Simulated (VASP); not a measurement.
# ScTaN (P-3m1) in VASP: further runs

The runs below take ScTaN through single point, with PBEsol+D4, PBEsol.

All numbers are computed with VASP 6.6.1; they aren't measurements. Logs are shortened: lines on timing, memory, paths and dates and some standing lists are left out, and cuts for length are marked.

### Step 1. The cell of the first run

It takes space group P-3m1 (No. 164, trigonal). The conventional cell has a = 3.042 Å, b = 3.042 Å, c = 10.170 Å, α = 90.00°, β = 90.00°, γ = 120.00°. Ta (site symmetry 3m) has 3 N at 2.17 Å within 2.9 Å. Sc (site symmetry -3m) has 6 Sc at 3.04 Å and 6 Ta at 3.05 Å within 4.0 Å. Within 2.9 Å of Sc (site symmetry -3m) lie 6 N at 2.20 Å. N (site symmetry 3m) has 3 Ta at 2.17 Å and 3 Sc at 2.20 Å within 2.9 Å.

### Step 2. Single point, PBEsol+D4

INCAR reads:

```
PREC = Accurate
ENCUT = 520
EDIFF = 1E-6
ISMEAR = -1
SIGMA = 0.05
LREAL = False
LASPH = True
NELM = 100
ALGO = Normal
ISIF = 2
LWAVE = False
LCHARG = True
GGA = PS
IVDW = 13
LELF = True
LVHAR = True
NBANDS = 36
```

KPOINTS reads:

```
regular mesh
0
Gamma
  10 10 3
```

POSCAR reads:

```
ScTaN
1.0
    3.0424881375      0.0000000000      0.0000000000
   -1.5212440687      2.6348720178      0.0000000000
    0.0000000000      0.0000000000     10.1699152734
Ta Sc N
2 2 2
Direct
    0.3333333333      0.6666666667      0.2454194934
    0.6666666667      0.3333333333      0.7545805066
    0.0000000000      0.0000000000      0.0000000000
    0.0000000000      0.0000000000      0.5000000000
    0.3333333333      0.6666666667      0.6297147376
    0.6666666667      0.3333333333      0.3702852624
```

Potentials or basis: VASP PAW PBE potentials, release 64 (Ta_pv, Sc_sv, N).

Run with:

```bash
> cat potpaw_PBE.64/Ta_pv/POTCAR potpaw_PBE.64/Sc_sv/POTCAR potpaw_PBE.64/N/POTCAR > POTCAR
> mpirun -np 1 vasp_std > vasp.out
```

OUTCAR:

```text
PREC = Accurate
   ENCUT = 520
   EDIFF = 1E-6
   ISMEAR = -1
   LREAL = False
   LASPH = True
   NELM = 100
   ISIF = 2
   GGA = PS
   IVDW = 13

 ion  position               nearest neighbor table
   1  0.333  0.667  0.245-   6 2.17   6 2.17   6 2.17   3 3.05   3 3.05   3 3.05   4 3.13   4 3.13
                             4 3.13
   2  0.667  0.333  0.755-   5 2.17   5 2.17   5 2.17   3 3.05   3 3.05   3 3.05   4 3.13   4 3.13
                             4 3.13
   3  0.000  0.000  0.000-   1 3.05   2 3.05   1 3.05   2 3.05   2 3.05   1 3.05
   4  0.000  0.000  0.500-   5 2.20   6 2.20   5 2.20   6 2.20   6 2.20   5 2.20   1 3.13   2 3.13
                             1 3.13   2 3.13   1 3.13   2 3.13
   5  0.333  0.667  0.630-   2 2.17   2 2.17   2 2.17   4 2.20   4 2.20   4 2.20
   6  0.667  0.333  0.370-   1 2.17   1 2.17   1 2.17   4 2.20   4 2.20   4 2.20

  LATTYP: Found a hexagonal cell.
 ALAT       =     3.0424881375
 C/A-ratio  =     3.3426310355

  Lattice vectors:

 A1 = (   3.0424881375,   0.0000000000,   0.0000000000)
 A2 = (  -1.5212440687,   2.6348720178,   0.0000000000)
 A3 = (   0.0000000000,   0.0000000000,  10.1699152734)

Analysis of symmetry for initial positions (statically):
=====================================================================
 Subroutine PRICEL returns:
 Original cell was already a primitive cell.

 Routine SETGRP: Setting up the symmetry group for a
 hexagonal supercell.

 Subroutine GETGRP returns: Found 12 space group operations
 (whereof 12 operations were pure point group operations)
 out of a pool of 24 trial point group operations.

The static configuration has the point symmetry D_3d.

Analysis of symmetry for dynamics (positions and initial velocities):
=====================================================================
 Subroutine PRICEL returns:
 Original cell was already a primitive cell.

 Routine SETGRP: Setting up the symmetry group for a
 hexagonal supercell.

 Subroutine GETGRP returns: Found 12 space group operations
 (whereof 12 operations were pure point group operations)
 out of a pool of 24 trial point group operations.

The dynamic configuration has the point symmetry D_3d.

 Subroutine INISYM returns: Found 12 space group operations
 (whereof 12 operations are pure point group operations),
 and found     1 'primitive' translations

----------------------------------------------------------------------------------------

                                     Primitive cell

  volume of cell :      81.5278

  direct lattice vectors                    reciprocal lattice vectors
     3.042488137  0.000000000  0.000000000     0.328678356  0.189762537  0.000000000
[... 102 lines left out ...]
   POTIM  = 0.5000    time-step for ionic-motion
   TEBEG  =    0.0;   TEEND  =   0.0 temperature during run
   PSTRESS=    0.0 pullay stress
   NELECT =      54.0000    total number of electrons
   NUPDOWN=      -1.0000    fix difference up-down
   EMIN   =  10.00;   EMAX   =-10.00  energy-range for DOS
   EFERMI =   0.00;   METHOD = LEGACY
   ISMEAR =    -1;   SIGMA  =   0.05  broadening in eV -4-tet -1-fermi 0-gaus
   EFERMI_NEDOS =   21; number of points for ismear=-14 and -15
   IALGO  =     38    algorithm
   IMIX   =      4    mixing-type and parameters
     AMIX     =   0.40;   BMIX     =  1.00
     AMIX_MAG =   1.60;   BMIX_MAG =  1.00
  volume/ion in A,a.u.               =      13.59        91.70
  Fermi-wavevector in a.u.,A,eV,Ry     =   1.427044  2.696723 27.707664  2.036456
  Thomas-Fermi vector in A             =   2.547256
   LORBIT       =      0    0 simple, 1 ext, 2 COOP (PROOUT), +10 PAW based schemes
   GGA     = PS    functional components
   LHFCALC =     F    Hartree Fock is set to
   AEXX    =    0.0000 exact exchange contribution
   IVDW    =    13    specifies the selected vdW correction
   LEPSILON=     F    determine dielectric tensor
   LRPA    =     F    only Hartree local field effects (RPA)
 non-spin polarized calculation
  energy-cutoff  :      520.00
  volume of cell :       81.53
 maximum number of plane-waves:      2222
 NGX is ok and might be reduce to    24
   NGX = 11   NGY = 11   NGZ = 37

 number of electron      54.0000001 magnetization

 Free energy of the ion-electron system (eV)
  ---------------------------------------------------
  ext. energy  EPLUGINS =         0.00000000
  ---------------------------------------------------
  free energy    TOTEN  =       -62.34038783 eV

  energy without entropy =      -62.31590950  energy(sigma->0) =      -62.32814866

 E-fermi :   6.4188     XC(G=0): -12.3893

 val. band max:        6.3554819107   @ k =   0.3000   0.0000   0.3333
 cond. band min:       6.4394306016   @ k =   0.3000   0.0000   0.3333
 fundamental gap:      0.0839486909
 Fermi energy:         6.4188477080

 k-point     1 :       0.0000    0.0000    0.0000
  band No.  band energies     occupation
      1     -42.4086      2.00000
      2     -42.0454      2.00000
      3     -28.2089      2.00000
      4     -28.1914      2.00000
      5     -27.7505      2.00000
      6     -27.7505      2.00000
[... 925 lines left out ...]
     35      11.1850      0.00000
     36      11.2700      0.00000

 [... further k-points ...]

------------------------ aborting loop because EDIFF is reached ----------------------------------------

  DFT-D4 for vdW energy calculation

  Edisp (eV):   -1.15578

  FORCE on cell =-STRESS in cart. coord.  units (eV):
  Direction    XX          YY          ZZ          XY          YZ          ZX
  --------------------------------------------------------------------------------------
  -------------------------------------------------------------------------------------
  Total       0.28211     0.28211     0.30717     0.00000     0.00000    -0.00000
  in kB       5.54403     5.54403     6.03638     0.00000     0.00000    -0.00000
  external pressure =        5.71 kB  Pullay stress =        0.00 kB

 VOLUME and BASIS-vectors are now :
 -----------------------------------------------------------------------------
  energy-cutoff  :      520.00
  volume of cell :       81.53
      direct lattice vectors                 reciprocal lattice vectors
     3.042488137  0.000000000  0.000000000     0.328678356  0.189762537  0.000000000
    -1.521244069  2.634872018  0.000000000     0.000000000  0.379525075  0.000000000
     0.000000000  0.000000000 10.169915273     0.000000000  0.000000000  0.098329236

 POSITION                                       TOTAL-FORCE (eV/Angst)
 -----------------------------------------------------------------------------------
     -0.00000      1.75658      2.49590        -0.000000     -0.000000     -0.043244
      1.52124      0.87829      7.67402         0.000000      0.000000      0.043244
      0.00000      0.00000      0.00000        -0.000000      0.000000      0.000000
      0.00000      0.00000      5.08496        -0.000000      0.000000      0.000000
     -0.00000      1.75658      6.40415        -0.000000      0.000000      0.023741
      1.52124      0.87829      3.76577         0.000000     -0.000000     -0.023741
 -----------------------------------------------------------------------------------
    total drift:                               -0.000000      0.000000     -0.000000

  FREE ENERGIE OF THE ION-ELECTRON SYSTEM (eV)
  ---------------------------------------------------
  free  energy   TOTEN  =       -63.4961698226 eV

  energy  without entropy=      -63.4716914985  energy(sigma->0) =      -63.48393066
```

stdout:

```text
POSCAR found type information on POSCAR TaScN
 POSCAR found :  3 types and       6 ions
 scaLAPACK will be used
 -----------------------------------------------------------------------------
|                                                                             |
|                                                                             |
|     You enforced a specific xc type in the INCAR file but a different       |
|     I HOPE YOU KNOW WHAT YOU ARE DOING!                                     |
|                                                                             |
 -----------------------------------------------------------------------------

 LDA part: xc-table for (Slater+PW92), standard interpolation
 POSCAR, INCAR and KPOINTS ok, starting setup
 FFT: planning ... GRIDC
 FFT: planning ... GRID_SOFT
 FFT: planning ... GRID
 WAVECAR not read
 entering main loop
```

Run time: 2.5 min. Hardware: 1 thread of Intel Xeon Platinum 8259CL at 2.50GHz (Skylake/Cascade Lake), shared host; peak memory 0.26 GiB.

Results:

* Free energy: -63.4962 eV
* Pressure: 0.6 GPa
* Largest force: 0.043 eV/Å
* Band gap on the k mesh: zero (band 27 reaches 7.04 eV, above the bottom of band 28 at 6.25 eV)
* Dispersion energy per atom: -0.193 eV

Forces on the atoms (eV/Å):
```
Ta   0.000  0.000 -0.043
Ta   0.000  0.000  0.043
Sc   0.000  0.000  0.000
Sc   0.000  0.000  0.000
N    0.000  0.000  0.024
N    0.000  0.000 -0.024
```

Caveat: the PAW data sets were made with another functional, which shifts forces and pressure a little; spin-orbit coupling is left out, which moves the levels of the heavy elements; pairwise dispersion overbinds metals, which lowers pressure and volume.

### Step 3. Single point, PBEsol

This run uses another cell than the first one, of 13.74 Å³/atom, 1.011 times its volume.

INCAR reads:

```
SYSTEM = ScTaN
  PREC = Accurate
  ENCUT = 520
  EDIFF = 1E-6
  ISMEAR = -1
  SIGMA = 0.05
  LREAL = .False.
  LASPH = .True.
  NELM = 60
  ALGO = Normal
  ISIF = 2
  LWAVE = .False.
  LCHARG = .True.
  GGA = PS
  LELF = .True.
  LVHAR = .True.
  NBANDS = 36
```

KPOINTS reads:

```
Automatic mesh
0
Gamma
  10 10 3
  0 0 0
```

POSCAR reads:

```
ScTaN
1.0
    3.0532303928      0.0000000000      0.0000000000
   -1.5266151964      2.6441750838      0.0000000000
    0.0000000000      0.0000000000     10.2113989175
Ta Sc N
2 2 2
Direct
    0.3333333333      0.6666666667      0.2457600255
    0.6666666667      0.3333333333      0.7542399745
    0.0000000000      0.0000000000      0.0000000000
    0.0000000000      0.0000000000      0.5000000000
    0.3333333333      0.6666666667      0.6298888203
    0.6666666667      0.3333333333      0.3701111797
```

Potentials or basis: VASP PAW PBE potentials, release 64 (Ta_pv, Sc_sv, N).

Run with:

```bash
> cat potpaw_PBE.64/Ta_pv/POTCAR potpaw_PBE.64/Sc_sv/POTCAR potpaw_PBE.64/N/POTCAR > POTCAR
> mpirun -np 1 vasp_std > vasp.out
```

It took 2.8 min on 1 thread of Intel Xeon Platinum 8259CL at 2.50GHz (Skylake/Cascade Lake), shared host; peak memory 0.26 GiB.

It converged, with:

```
Free energy            : -62.3504 eV
Pressure               : 0.5 GPa
Largest force          : 0.042 eV/Å
Band gap on the k mesh : zero (band 27 reaches 6.95 eV, above the bottom of band 28 at 6.17 eV)
```

Forces in eV/Å, atoms in the order of the input:
```
Ta   0.000  0.000 -0.042
Ta   0.000  0.000  0.042
Sc   0.000  0.000  0.000
Sc   0.000  0.000  0.000
N    0.000  0.000  0.022
N    0.000  0.000 -0.022
```

Levels at points of the mesh, in eV from the Fermi level:
| k point | band 24 | band 25 | band 26 | band 27 | band 28 | band 29 | band 30 | band 31 |
| --- | --- | --- | --- | --- | --- | --- | --- | --- |
| (0.00, 0.00, 0.00) | -1.29 | -1.29 | 0.56 | 0.56 | 0.79 | 0.80 | 1.44 | 1.44 |
| (0.50, 0.00, 0.00) | -1.82 | -1.22 | -0.87 | -0.37 | 0.39 | 0.59 | 2.07 | 2.45 |

Caveat: the PAW data sets were made with another functional, which shifts forces and pressure a little; spin-orbit coupling is left out, which moves the levels of the heavy elements.
